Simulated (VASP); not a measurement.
# Bi in VASP: a series of runs

Runs on Bi. Level: PBEsol. Tasks: single point.

All numbers are computed with VASP 6.6.1; they aren't measurements. Logs are shortened: lines on timing, memory, paths and dates and some standing lists are left out, and cuts for length are marked.

## (1) The cell of the first run

The structure is monoclinic, space group P2_1/m (No. 11). The conventional cell has a = 4.689 Å, b = 4.556 Å, c = 6.564 Å, α = 90.00°, β = 93.04°, γ = 90.00°. Bi (site symmetry m) has 6 Bi at 3.26 to 3.28 Å within 4.3 Å. Bi (site symmetry m) has 6 Bi at 3.26 to 3.28 Å within 4.3 Å.

## (2) Single point, PBEsol

Input file INCAR:

```
PREC = Accurate
ENCUT = 520
EDIFF = 1E-7
ISMEAR = -1
SIGMA = 0.05
LREAL = False
LASPH = True
NELM = 60
ALGO = Fast
ISIF = 2
LWAVE = False
LCHARG = False
GGA = PS
NBANDS = 38
```

Input file KPOINTS:

```
regular mesh
0
Gamma
  6 6 4
```

Input file POSCAR:

```
Bi
1.0
    4.6892634948      0.0000000000      0.0000000000
    0.0000000000      4.5563655369      0.0000000000
   -0.3482647380      0.0000000000      6.5550748079
Bi
4
Direct
    0.2513749200      0.2500000000      0.7487333800
    0.7486250800      0.7500000000      0.2512666200
    0.2498876900      0.2500000000      0.2488803300
    0.7501123100      0.7500000000      0.7511196700
```

Potentials or basis: VASP PAW PBE potentials, release 64 (Bi_d).

The run is started by

```
> cat potpaw_PBE.64/Bi_d/POTCAR > POTCAR
> mpirun -np 1 vasp_std > vasp.out
```

OUTCAR:

```text
PREC = Accurate
   ENCUT = 520
   EDIFF = 1E-7
   ISMEAR = -1
   LREAL = False
   LASPH = True
   NELM = 60
   ISIF = 2
   GGA = PS

 ion  position               nearest neighbor table
   1  0.251  0.250  0.749-   4 3.26   4 3.26   4 3.27   4 3.27   3 3.28   3 3.28
   2  0.749  0.750  0.251-   3 3.26   3 3.26   3 3.27   3 3.27   4 3.28   4 3.28
   3  0.250  0.250  0.249-   2 3.26   2 3.26   2 3.27   2 3.27   1 3.28   1 3.28
   4  0.750  0.750  0.751-   1 3.26   1 3.26   1 3.27   1 3.27   2 3.28   2 3.28

  LATTYP: Found a simple monoclinic cell.
 ALAT       =     4.6892634948
 B/A-ratio  =     0.9716590978
 C/A-ratio  =     1.3998615729
 COS(beta)  =    -0.0530542006

  Lattice vectors:

 A1 = (   4.6892634948,   0.0000000000,   0.0000000000)
 A2 = (   0.0000000000,   4.5563655369,   0.0000000000)
 A3 = (  -0.3482647380,   0.0000000000,   6.5550748079)

Analysis of symmetry for initial positions (statically):
=====================================================================
 Subroutine PRICEL returns:
 Original cell was already a primitive cell.

 Routine SETGRP: Setting up the symmetry group for a
 simple monoclinic supercell.

 Subroutine GETGRP returns: Found  4 space group operations
 (whereof  2 operations were pure point group operations)
 out of a pool of  4 trial point group operations.

The static configuration has the point symmetry S_2 .
 The point group associated with its full space group is C_2h.

Analysis of symmetry for dynamics (positions and initial velocities):
=====================================================================
 Subroutine PRICEL returns:
 Original cell was already a primitive cell.

 Routine SETGRP: Setting up the symmetry group for a
 simple monoclinic supercell.

 Subroutine GETGRP returns: Found  4 space group operations
 (whereof  2 operations were pure point group operations)
 out of a pool of  4 trial point group operations.

The dynamic configuration has the point symmetry S_2 .
 The point group associated with its full space group is C_2h.

 Subroutine INISYM returns: Found  4 space group operations
 (whereof  2 operations are pure point group operations),
 and found     1 'primitive' translations

----------------------------------------------------------------------------------------

                                     Primitive cell

  volume of cell :     140.0557

  direct lattice vectors                    reciprocal lattice vectors
     4.689263495  0.000000000  0.000000000     0.213253105  0.000000000  0.011329930
     0.000000000  4.556365537  0.000000000     0.000000000  0.219473173  0.000000000
    -0.348264738  0.000000000  6.555074808     0.000000000  0.000000000  0.152553560

  length of vectors
     4.689263495  4.556365537  6.564319772     0.213553867  0.219473173  0.152553560

  position of ions in fractional coordinates (direct lattice)
     0.251374920  0.250000000  0.748733380
     0.748625080  0.750000000  0.251266620
     0.249887690  0.250000000  0.248880330
     0.750112310  0.750000000  0.751119670

  ion indices of the primitive-cell ions
   primitive index   ion index
                 1           1
                 2           2
                 3           3
                 4           4

----------------------------------------------------------------------------------------

 KPOINTS: regular mesh

Automatic generation of k-mesh.
 Grid dimensions read from file:
 generate k-points for:    6    6    4

 Generating k-lattice:

  Cartesian coordinates                     Fractional coordinates (reciprocal lattice)
     0.035542184  0.000000000  0.001888322     0.166666667  0.000000000 -0.000000000
     0.000000000  0.036578862  0.000000000     0.000000000  0.166666667  0.000000000
     0.000000000  0.000000000  0.038138390     0.000000000  0.000000000  0.250000000

  Length of vectors
     0.035592311  0.036578862  0.038138390

  Shift w.r.t. Gamma in fractional coordinates (k-lattice)
     0.000000000  0.000000000  0.000000000

 Subroutine IBZKPT returns following result:
 ===========================================

 Found     56 irreducible k-points:

 Following reciprocal coordinates:
            Coordinates               Weight
  0.000000  0.000000  0.000000      1.000000
  0.166667  0.000000  0.000000      2.000000
  0.333333  0.000000  0.000000      2.000000
  0.500000  0.000000  0.000000      1.000000
  0.000000  0.166667  0.000000      2.000000
  0.166667  0.166667  0.000000      4.000000
[... 16 lines left out ...]
  0.000000  0.166667  0.250000      4.000000
  0.166667  0.166667  0.250000      4.000000
 [... further k-points ...]
   k-points           NKPTS =     56   k-points in BZ     NKDIM =     56   number of bands    NBANDS=     38
   number of dos      NEDOS =    301   number of ions     NIONS =      4
   total plane-waves  NPLWV =  64800
   dimension x,y,z NGX =    36 NGY =   36 NGZ =   50
   dimension x,y,z NGXF=    72 NGYF=   72 NGZF=  100
   ions per type =               4
   NGX,Y,Z   is equivalent  to a cutoff of  12.76, 13.14, 12.66 a.u.
   NGXF,Y,Z  is equivalent  to a cutoff of  25.53, 26.27, 25.33 a.u.
 SYSTEM =  unknown system
   PREC   = accura    normal or accurate (medium, high low for compatibility)
   ISTART =      0    job   : 0-new  1-cont  2-samecut
   ICHARG =      2    charge: 1-file 2-atom 10-const
   ISPIN  =      1    spin polarized calculation?
   LNONCOLLINEAR =      F non collinear calculations
   LSORBIT =      F    spin-orbit coupling
   LASPH  =      T    aspherical Exc in radial PAW
   ENCUT  =  520.0 eV  38.22 Ry    6.18 a.u.   8.72  8.47 12.21*2*pi/ulx,y,z
   NELM   =     60;   NELMIN=  2; NELMDL= -5     # of ELM steps
   EDIFF  = 0.1E-06   stopping-criterion for ELM
   LREAL  =      F    real-space projection
   EDIFFG = 0.1E-05   stopping-criterion for IOM
   NSW    =      0    number of steps for IOM
   IBRION =     -1    ionic relax: 0-MD 1-quasi-New 2-CG
   NFREE  =      0    steps in history (QN), initial steepest desc. (CG)
   ISIF   =      2    stress and relaxation
   ISYM   =      2    0-nonsym 1-usesym 2-fastsym
   POTIM  = 0.5000    time-step for ionic-motion
   TEBEG  =    0.0;   TEEND  =   0.0 temperature during run
   PSTRESS=    0.0 pullay stress
   NELECT =      60.0000    total number of electrons
   NUPDOWN=      -1.0000    fix difference up-down
   EMIN   =  10.00;   EMAX   =-10.00  energy-range for DOS
   EFERMI =   0.00;   METHOD = LEGACY
   ISMEAR =    -1;   SIGMA  =   0.05  broadening in eV -4-tet -1-fermi 0-gaus
   EFERMI_NEDOS =   21; number of points for ismear=-14 and -15
   IALGO  =     68    algorithm
   IMIX   =      4    mixing-type and parameters
     AMIX     =   0.40;   BMIX     =  1.00
     AMIX_MAG =   1.60;   BMIX_MAG =  1.00
  volume/ion in A,a.u.               =      35.01       236.29
  Fermi-wavevector in a.u.,A,eV,Ry     =   1.234123  2.332154 20.722470  1.523059
  Thomas-Fermi vector in A             =   2.368825
   LORBIT       =      0    0 simple, 1 ext, 2 COOP (PROOUT), +10 PAW based schemes
   GGA     = PS    functional components
   LHFCALC =     F    Hartree Fock is set to
   AEXX    =    0.0000 exact exchange contribution
   IVDW    =     0    specifies the selected vdW correction
   LEPSILON=     F    determine dielectric tensor
   LRPA    =     F    only Hartree local field effects (RPA)
 non-spin polarized calculation
 RMM-DIIS sequential band-by-band and
  energy-cutoff  :      520.00
  volume of cell :      140.06
 maximum number of plane-waves:      3797
   NGX = 17   NGY = 17   NGZ = 25

 number of electron      59.9999991 magnetization

 Free energy of the ion-electron system (eV)
  ---------------------------------------------------
  ext. energy  EPLUGINS =         0.00000000
  ---------------------------------------------------
  free energy    TOTEN  =       -17.02263386 eV

  energy without entropy =      -16.99812940  energy(sigma->0) =      -17.01038163

 E-fermi :   6.1936     XC(G=0):  -9.7613

 val. band max:        6.1898865559   @ k =  -0.1667   0.3333   0.2500
 cond. band min:       6.2242188652   @ k =   0.5000   0.0000   0.5000
 fundamental gap:      0.0343323093
 Fermi energy:         6.1935749906

 k-point     1 :       0.0000    0.0000    0.0000
  band No.  band energies     occupation
      1     -16.6561      2.00000
      2     -16.6448      2.00000
      3     -16.6440      2.00000
      4     -16.5298      2.00000
      5     -16.5196      2.00000
      6     -16.5101      2.00000
[... 30 lines left out ...]
     37      11.2132      0.00000
     38      11.7532      0.00000

 k-point     2 :       0.1667    0.0000    0.0000
  band No.  band energies     occupation
      1     -16.6350      2.00000
      2     -16.6295      2.00000
      3     -16.6178      2.00000
      4     -16.5206      2.00000
      5     -16.5137      2.00000
      6     -16.5097      2.00000
[... 30 lines left out ...]
     37      11.0393      0.00000
     38      11.9054      0.00000

 k-point     3 :       0.3333    0.0000    0.0000
  band No.  band energies     occupation
      1     -16.6087      2.00000
      2     -16.5559      2.00000
      3     -16.5454      2.00000
      4     -16.5412      2.00000
      5     -16.4918      2.00000
      6     -16.4871      2.00000
[... 30 lines left out ...]
     37      11.3736      0.00000
     38      11.6735      0.00000

 k-point     4 :       0.5000    0.0000    0.0000
  band No.  band energies     occupation
      1     -16.5754      2.00000
      2     -16.5729      2.00000
      3     -16.4701      2.00000
      4     -16.4687      2.00000
      5     -16.4673      2.00000
      6     -16.4650      2.00000
[... 30 lines left out ...]
     37      11.9468      0.00000
     38      11.9624      0.00000
[... 703 lines left out ...]
      4     -16.5150      2.00000
      5     -16.5073      2.00000
      6     -16.4926      2.00000
[... 30 lines left out ...]
     37      10.3754      0.00000
     38      11.0892      0.00000

 k-point    23 :       0.0000    0.1667    0.2500
  band No.  band energies     occupation
      1     -16.6280      2.00000
      2     -16.6198      2.00000
      3     -16.5983      2.00000
      4     -16.5142      2.00000
      5     -16.5068      2.00000
      6     -16.4923      2.00000
[... 30 lines left out ...]
     37      10.6635      0.00000
     38      11.1531      0.00000

 k-point    24 :       0.1667    0.1667    0.2500
  band No.  band energies     occupation
      1     -16.6255      2.00000
      2     -16.6021      2.00000
      3     -16.5694      2.00000
      4     -16.5028      2.00000
      5     -16.5005      2.00000
      6     -16.4949      2.00000
[... 30 lines left out ...]
     37      10.7950      0.00000
     38      11.0943      0.00000

 [... further k-points ...]
[... 5 lines left out ...]
  --------------------------------------------------------------------------------------
  -------------------------------------------------------------------------------------
  Total       -2.6849964     -2.1272958     -1.2840012      0.0000000      0.0000000      0.2521494
  in kB      -30.7152070    -24.3353509    -14.6884227      0.0000000      0.0000000      2.8844810
  external PRESSURE =     -23.2463268 kB  Pullay stress =       0.0000000 kB

 VOLUME and BASIS-vectors are now :
 -----------------------------------------------------------------------------
  energy-cutoff  :      520.00
  volume of cell :      140.06
      direct lattice vectors                 reciprocal lattice vectors
     4.689263495  0.000000000  0.000000000     0.213253105  0.000000000  0.011329930
     0.000000000  4.556365537  0.000000000     0.000000000  0.219473173  0.000000000
    -0.348264738  0.000000000  6.555074808     0.000000000  0.000000000  0.152553560

 POSITION                                       TOTAL-FORCE (eV/Angst)
 -----------------------------------------------------------------------------------
      0.91801      1.13909      4.90800         0.002119      0.000000     -0.000007
      3.42299      3.41727      1.64707        -0.002119      0.000000      0.000007
      1.08511      1.13909      1.63143         0.001754     -0.000000      0.003577
      3.25589      3.41727      4.92365        -0.001754      0.000000     -0.003577
 -----------------------------------------------------------------------------------
    total drift:                                0.000000      0.000000      0.000000

  FREE ENERGIE OF THE ION-ELECTRON SYSTEM (eV)
  ---------------------------------------------------
  free  energy   TOTEN  =       -17.0226338646 eV

  energy  without entropy=      -16.9981294017  energy(sigma->0) =      -17.01038163
```

Run time: 9.7 min. Hardware: 1 thread of AMD EPYC 7R13, shared host; peak memory 0.33 GiB.

What came out:

- Free energy: -17.0226 eV
- Pressure: -2.3 GPa
- Largest force: 0.004 eV/Å
- Band gap on the k mesh: zero (band 30 reaches 6.31 eV, above the bottom of band 31 at 5.99 eV)

Forces in eV/Å, atoms in the order of the input:
```
Bi   0.002  0.000  0.000
Bi  -0.002  0.000  0.000
Bi   0.002  0.000  0.004
Bi  -0.002  0.000 -0.004
```

Levels at points of the mesh, in eV from the Fermi level:
| k point | band 28 | band 29 | band 30 | band 31 | band 32 | band 33 |
| --- | --- | --- | --- | --- | --- | --- |
| (0.00, 0.00, 0.00) | -1.67 | -1.18 | -1.07 | 2.75 | 3.00 | 3.09 |
| (0.50, 0.00, 0.00) | -0.95 | -0.82 | -0.78 | 0.95 | 0.99 | 1.01 |
| (0.00, 0.50, 0.00) | -1.17 | -0.98 | -0.98 | 0.75 | 0.75 | 0.79 |
| (0.50, 0.50, 0.00) | -3.21 | -2.83 | -2.83 | 2.75 | 2.75 | 4.80 |
| (0.00, 0.00, 0.50) | -2.15 | -1.78 | -1.78 | 1.95 | 1.97 | 3.51 |
| (0.50, 0.00, 0.50) | -0.23 | -0.16 | -0.16 | -0.13 | -0.13 | 0.03 |
| (0.00, 0.50, 0.50) | -0.54 | -0.21 | -0.21 | -0.20 | -0.20 | -0.11 |
| (0.50, 0.50, 0.50) | -4.11 | 0.12 | 0.12 | 0.13 | 0.13 | 5.38 |

Caveat: the PAW data sets were made with another functional, which shifts forces and pressure a little; spin-orbit coupling is left out, which moves the levels of the heavy elements.

## (3) Single point, PBEsol (atoms moved at random)

Input file INCAR:

```
SYSTEM = Bi
  PREC = Accurate
  ENCUT = 520
  EDIFF = 1E-7
  ISMEAR = -1
  SIGMA = 0.05
  LREAL = .False.
  LASPH = .True.
  NELM = 100
  ALGO = Fast
  ISIF = 2
  LWAVE = .False.
  LCHARG = .True.
  GGA = PS
  LELF = .True.
  LVHAR = .True.
  NBANDS = 38
```

Input file KPOINTS:

```
Automatic mesh
0
Gamma
  6 6 4
  0 0 0
```

Input file POSCAR:

```
Bi
1.0
    4.6584121839      0.0000000000      0.0000000000
    0.0000000000      4.5263885800      0.0000000000
   -0.3459734563      0.0000000000      6.5119480672
Bi
4
Direct
    0.2524990000      0.2456270000      0.7536720000
    0.7486210000      0.7523180000      0.2490030000
    0.2613050000      0.2425590000      0.2510970000
    0.7428360000      0.7354930000      0.7524400000
```

Potentials or basis: VASP PAW PBE potentials, release 64 (Bi_d).

The run is started by

```
> cat potpaw_PBE.64/Bi_d/POTCAR > POTCAR
> mpirun -np 1 vasp_std > vasp.out
```

Wall time 13 min (1 thread of AMD EPYC 7R13, shared host); peak memory 0.39 GiB.

It converged, with:

* Free energy: -17.0589 eV
* Pressure: -1.3 GPa
* Largest force: 0.131 eV/Å
* Band gap on the k mesh: zero (band 30 reaches 6.51 eV, above the bottom of band 31 at 6.22 eV)

Forces in eV/Å, atoms in the order of the input:
```
Bi  -0.046  0.123 -0.006
Bi   0.001  0.120 -0.006
Bi   0.007 -0.120  0.002
Bi   0.037 -0.122  0.010
```

Stress tensor (GPa, compression positive):
```
-2.10 -0.02  0.30
-0.02 -1.35 -0.01
 0.30 -0.01 -0.55
```

Levels at points of the mesh, in eV from the Fermi level:
```
           k point  band 27  band 28  band 29  band 30  band 31  band 32  band 33  band 34
(0.00, 0.00, 0.00)    -2.95    -1.71    -1.22    -1.10     2.64     3.05     3.13     3.34
(0.50, 0.00, 0.00)    -1.03    -0.99    -0.93    -0.69     0.83     1.02     1.10     1.16
(0.00, 0.50, 0.00)    -1.26    -1.25    -0.97    -0.96     0.66     0.67     0.93     0.93
(0.50, 0.50, 0.00)    -3.30    -3.30    -2.91    -2.90     2.68     2.70     4.90     4.91
(0.00, 0.00, 0.50)    -2.25    -2.21    -1.86    -1.78     1.95     2.10     3.36     3.40
(0.50, 0.00, 0.50)    -0.37    -0.35    -0.25    -0.17    -0.11    -0.06     0.00     0.01
(0.00, 0.50, 0.50)    -0.59    -0.57    -0.29    -0.25    -0.21    -0.18    -0.14    -0.11
(0.50, 0.50, 0.50)    -4.19    -4.19     0.06     0.07     0.18     0.20     5.36     5.37
```

Caveat: the cell differs from its parent crystal (atoms moved at random); the PAW data sets were made with another functional, which shifts forces and pressure a little; spin-orbit coupling is left out, which moves the levels of the heavy elements.

[end of part 1 of 2]
